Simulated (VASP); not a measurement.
# CaF2 (Fm-3m) in VASP: a series of runs, part 2 of 2

VASP 6.6.1. Earlier steps stand in the parts before.

### Step 3. G0W0 quasiparticle levels, PBE

POSCAR

```
CaF2
1.0
    0.0000000000      2.7195928859      2.7195928859
    2.7195928859      0.0000000000      2.7195928859
    2.7195928859      2.7195928859      0.0000000000
Ca F
1 2
Direct
    0.0000000000      0.0000000000      0.0000000000
    0.2500000000      0.2500000000      0.2500000000
    0.7500000000      0.7500000000      0.7500000000
```

INCAR.step1

```
SYSTEM = CaF2
ALGO = Normal
EDIFF = 1E-8
ENCUT = 500
GGA = PE
ISMEAR = 0
LASPH = .True.
LCHARG = .False.
LREAL = .False.
LWAVE = .True.
NELM = 60
PREC = Accurate
SIGMA = 0.01
```

INCAR.step2

```
SYSTEM = CaF2
ALGO = Exact
EDIFF = 1E-8
ENCUT = 500
GGA = PE
ISMEAR = 0
ISTART = 1
LASPH = .True.
LCHARG = .False.
LOPTICS = .True.
LREAL = .False.
LWAVE = .True.
NBANDS = 163
NELM = 1
PREC = Accurate
SIGMA = 0.01
```

INCAR.step3

```
SYSTEM = CaF2
ALGO = EVGW0
EDIFF = 1E-8
ENCUT = 500
ENCUTGW = 140.0
GGA = PE
ISMEAR = 0
ISTART = 1
LASPH = .True.
LCHARG = .False.
LREAL = .False.
LWAVE = .False.
NBANDS = 163
NBANDSGW = 20
NELMGW = 1
NOMEGA = 48
PREC = Accurate
PRECFOCK = Fast
SIGMA = 0.01
```

KPOINTS

```
k-points
0
Gamma
  4 4 4
  0 0 0
```

Potentials or basis: VASP PAW PBE potentials, release 64 (Ca_sv_GW, F_GW).

Run with:

```sh
$ cat potpaw_PBE.64/Ca_sv_GW/POTCAR potpaw_PBE.64/F_GW/POTCAR > POTCAR
$ cp INCAR.step1 INCAR
$ mpirun -np 1 vasp_std > vasp.out
$ cp INCAR.step2 INCAR
$ mpirun -np 1 vasp_std > vasp.out
$ cp INCAR.step3 INCAR
$ mpirun -np 1 vasp_std > vasp.out
```

OUTCAR:

```text
SYSTEM = CaF2
   EDIFF = 1E-8
   ENCUT = 500
   ENCUTGW = 140.0
   GGA = PE
   ISMEAR = 0
   ISTART = 1
   LASPH = .True.
   LREAL = .False.
   NELMGW = 1
   PREC = Accurate
   PRECFOCK = Fast

 ion  position               nearest neighbor table
   1  0.000  0.000  0.000-   2 2.36   3 2.36   3 2.36   3 2.36   3 2.36   2 2.36   2 2.36   2 2.36

   2  0.250  0.250  0.250-   1 2.36   1 2.36   1 2.36   1 2.36
   3  0.750  0.750  0.750-   1 2.36   1 2.36   1 2.36   1 2.36

  LATTYP: Found a face centered cubic cell.
 ALAT       =     5.4391857718

  Lattice vectors:

 A1 = (   0.0000000000,   2.7195928859,   2.7195928859)
 A2 = (   2.7195928859,   0.0000000000,   2.7195928859)
 A3 = (   2.7195928859,   2.7195928859,   0.0000000000)

Analysis of symmetry for initial positions (statically):
=====================================================================
 Subroutine PRICEL returns:
 Original cell was already a primitive cell.

 Routine SETGRP: Setting up the symmetry group for a
 face centered cubic supercell.

 Subroutine GETGRP returns: Found 48 space group operations
 (whereof 48 operations were pure point group operations)
 out of a pool of 48 trial point group operations.

The static configuration has the point symmetry O_h .

Analysis of symmetry for dynamics (positions and initial velocities):
=====================================================================
 Subroutine PRICEL returns:
 Original cell was already a primitive cell.

 Routine SETGRP: Setting up the symmetry group for a
 face centered cubic supercell.

 Subroutine GETGRP returns: Found 48 space group operations
 (whereof 48 operations were pure point group operations)
 out of a pool of 48 trial point group operations.

The dynamic configuration has the point symmetry O_h .

 Subroutine INISYM returns: Found 48 space group operations
 (whereof 48 operations are pure point group operations),
 and found     1 'primitive' translations

----------------------------------------------------------------------------------------

                                     Primitive cell

  volume of cell :      40.2292

  direct lattice vectors                    reciprocal lattice vectors
     0.000000000  2.719592886  2.719592886    -0.183851047  0.183851047  0.183851047
     2.719592886  0.000000000  2.719592886     0.183851047 -0.183851047  0.183851047
     2.719592886  2.719592886  0.000000000     0.183851047  0.183851047 -0.183851047

  length of vectors
     3.846085143  3.846085143  3.846085143     0.318439355  0.318439355  0.318439355

  position of ions in fractional coordinates (direct lattice)
     0.000000000  0.000000000  0.000000000
     0.250000000  0.250000000  0.250000000
     0.750000000  0.750000000  0.750000000

  ion indices of the primitive-cell ions
   primitive index   ion index
                 1           1
                 2           2
                 3           3

----------------------------------------------------------------------------------------

 KPOINTS: k-points

Automatic generation of k-mesh.
 Grid dimensions read from file:
 generate k-points for:    4    4    4

 Generating k-lattice:

  Cartesian coordinates                     Fractional coordinates (reciprocal lattice)
    -0.045962762  0.045962762  0.045962762     0.250000000  0.000000000  0.000000000
     0.045962762 -0.045962762  0.045962762     0.000000000  0.250000000  0.000000000
     0.045962762  0.045962762 -0.045962762     0.000000000  0.000000000  0.250000000

  Length of vectors
     0.079609839  0.079609839  0.079609839

  Shift w.r.t. Gamma in fractional coordinates (k-lattice)
     0.000000000  0.000000000  0.000000000

 Subroutine IBZKPT returns following result:
 ===========================================

 Found      8 irreducible k-points:

 Following reciprocal coordinates:
            Coordinates               Weight
  0.000000  0.000000  0.000000      1.000000
  0.250000  0.000000  0.000000      8.000000
  0.500000  0.000000  0.000000      4.000000
  0.250000  0.250000  0.000000      6.000000
  0.500000  0.250000  0.000000     24.000000
 -0.250000  0.250000  0.000000     12.000000
  0.500000  0.500000  0.000000      3.000000
 -0.250000  0.500000  0.250000      6.000000
   k-points           NKPTS =      8   k-points in BZ     NKDIM =     64   number of bands    NBANDS=    163
   number of dos      NEDOS =    301   number of ions     NIONS =      3
   total plane-waves  NPLWV =  21952
   dimension x,y,z NGX =    28 NGY =   28 NGZ =   28
   dimension x,y,z NGXF=    56 NGYF=   56 NGZF=   56
   ions per type =               1   2
   NGX,Y,Z   is equivalent  to a cutoff of  12.10, 12.10, 12.10 a.u.
   NGXF,Y,Z  is equivalent  to a cutoff of  24.21, 24.21, 24.21 a.u.
 SYSTEM =  CaF2
   PREC   = accura    normal or accurate (medium, high low for compatibility)
   ISTART =      1    job   : 0-new  1-cont  2-samecut
   ICHARG =      0    charge: 1-file 2-atom 10-const
   ISPIN  =      1    spin polarized calculation?
   LNONCOLLINEAR =      F non collinear calculations
   LSORBIT =      F    spin-orbit coupling
   LASPH  =      T    aspherical Exc in radial PAW
   ENCUT  =  500.0 eV  36.75 Ry    6.06 a.u.   7.01  7.01  7.01*2*pi/ulx,y,z
   NELM   =     60;   NELMIN=  2; NELMDL=  0     # of ELM steps
   EDIFF  = 0.1E-07   stopping-criterion for ELM
   LREAL  =      F    real-space projection
   EDIFFG = 0.1E-06   stopping-criterion for IOM
   NSW    =      0    number of steps for IOM
   IBRION =     -1    ionic relax: 0-MD 1-quasi-New 2-CG
   NFREE  =      0    steps in history (QN), initial steepest desc. (CG)
   ISIF   =      0    stress and relaxation
   ISYM   =      3    0-nonsym 1-usesym 2-fastsym
   POTIM  = 0.5000    time-step for ionic-motion
   TEBEG  =    0.0;   TEEND  =   0.0 temperature during run
   PSTRESS=    0.0 pullay stress
   NELECT =      24.0000    total number of electrons
   NUPDOWN=      -1.0000    fix difference up-down
   EMIN   =  10.00;   EMAX   =-10.00  energy-range for DOS
   EFERMI =   0.00;   METHOD = LEGACY
   ISMEAR =     0;   SIGMA  =   0.01  broadening in eV -4-tet -1-fermi 0-gaus
   EFERMI_NEDOS =   21; number of points for ismear=-14 and -15
   IALGO  =     38    algorithm
   IMIX   =      4    mixing-type and parameters
     AMIX     =   0.40;   BMIX     =  1.00
     AMIX_MAG =   1.60;   BMIX_MAG =  1.00
  volume/ion in A,a.u.               =      13.41        90.49
  Fermi-wavevector in a.u.,A,eV,Ry     =   1.378155  2.604335 25.841692  1.899311
  Thomas-Fermi vector in A             =   2.503242
   LORBIT       =      0    0 simple, 1 ext, 2 COOP (PROOUT), +10 PAW based schemes
   GGA     = PE    functional components
   LHFCALC =     T    Hartree Fock is set to
   PRECFOCK=fast      Normal, Fast or Accurate (Low or Medium for compatibility)
   ENCUT4O =  -1.0   cutoff for four orbital integrals eV
   NKREDX  =     1    reduce k-point grid by
   NKREDY  =     1    reduce k-point grid by
   NKREDZ  =     1    reduce k-point grid by
   AEXX    =    1.0000 exact exchange contribution
   HFSCREEN=    0.0000 screening length (either q_TF or 0.3 A-1)
   HFSCREENC=   0.0000 screening length for correlation (either q_TF or 0.3 A-1)
   ENCUTFOCK=  -1.0 apply spherical cutoff to Coloumb kernel
   IVDW    =     0    specifies the selected vdW correction
   LEPSILON=     F    determine dielectric tensor
   LRPA    =     F    only Hartree local field effects (RPA)
   LRPAFORCE           =     F    calculate RPA forces
   ENCUTGW             = 140.0    cutoff for response function in eV
   ENCUTGWSOFT         = 112.0    soft cutoff for Coulomb kernel in GW response function in eV
   ENCUTLF             =  -1.0    cutoff for local field effects
   NELMGW              =     1    number of iterations in solving QP/BSE equation
   NELMHF              =     1    number of iterations in the inner HF iteration
   NKREDLFX            =     1    NKREDLFY  =   1   NKREDLFZ  =   1
 non-spin polarized calculation
 Gauss-broadening in eV      SIGMA  =   0.01
  energy-cutoff  :      500.00
  volume of cell :       40.23
 maximum number of plane-waves:      1036
  NGX = 16; NGY = 16; NGZ = 16
   NGX = 13   NGY = 13   NGZ = 13
 maximum number of plane-waves:       169

 QP shifts <psi_nk| G(iteration)W_0 |psi_nk>: iteration 1
 for sc-GW calculations column KS-energies equals QP-energies in previous step
 and V_xc(KS)=  KS-energies - (<T + V_ion + V_H > + <T+V_H+V_ion>^1  + <V_x>^1)

 k-point   1 :       0.0000    0.0000    0.0000
  band No.  KS-energies  QP-energies   sigma(KS)   V_xc(KS)     V^pw_x(r,r')   Z            occupation Imag(sigma)

      1     -34.8831     -37.2946     -24.2483     -20.6896     -34.4650       0.6776       2.0000       0.9271
      2     -18.8683     -22.5911     -27.7548     -22.5996     -36.7309       0.7222       2.0000       0.8161
      3     -18.0782     -21.8422     -28.6949     -23.5314     -37.5971       0.7290       2.0000       0.7626
      4     -15.8218     -19.1632     -24.0922     -19.9928     -27.9811       0.8151       2.0000       0.2157
      5     -15.8218     -19.1632     -24.0922     -19.9928     -27.9811       0.8151       2.0000       0.2157
      6     -15.8218     -19.1632     -24.0922     -19.9928     -27.9811       0.8151       2.0000       0.2157
[... 12 lines left out ...]
     19      18.1225      19.2331      -6.7651      -8.0566      -2.9421       0.8599       0.0000      -0.1817
     20      18.1225      19.2331      -6.7651      -8.0566      -2.9421       0.8599       0.0000      -0.1817
[... 148 lines left out ...]
      1     -34.8359     -37.2557     -24.2797     -20.7408     -34.4920       0.6838       2.0000       0.8968
      2     -18.8589     -22.5457     -27.3427     -22.2740     -35.8941       0.7274       2.0000       0.7532
      3     -18.8589     -22.5457     -27.3427     -22.2740     -35.8941       0.7274       2.0000       0.7532
      4     -15.9343     -19.2890     -23.9760     -19.8402     -27.9148       0.8112       2.0000       0.2530
      5     -15.4807     -18.8858     -24.9430     -20.7633     -29.2614       0.8147       2.0000       0.2802
      6     -15.4807     -18.8858     -24.9430     -20.7633     -29.2614       0.8147       2.0000       0.2802
[... 12 lines left out ...]
     19      16.8680      18.7728     -10.0308     -12.3005      -6.0469       0.8392       0.0000      -0.1828
     20      16.8680      18.7728     -10.0308     -12.3005      -6.0469       0.8392       0.0000      -0.1828
```

Run time: 98 s. Hardware: 1 thread of Intel Xeon 6975P-C (Granite Rapids), shared host; peak memory 0.37 GiB.

What came out:

| Property | Result |
| --- | --- |
| Quasiparticle gap | 10.46 eV |
| Least direct quasiparticle gap | 10.78 eV |
| Band gap of the starting levels on the mesh | 7.38 eV |
| Least direct gap of the starting levels on the mesh | 7.63 eV |

Caveat: the k points lie up to 0.50 Å⁻¹ apart; bands, screening cutoff and mesh are small and nothing is extrapolated, so the quasiparticle values aren't converged.
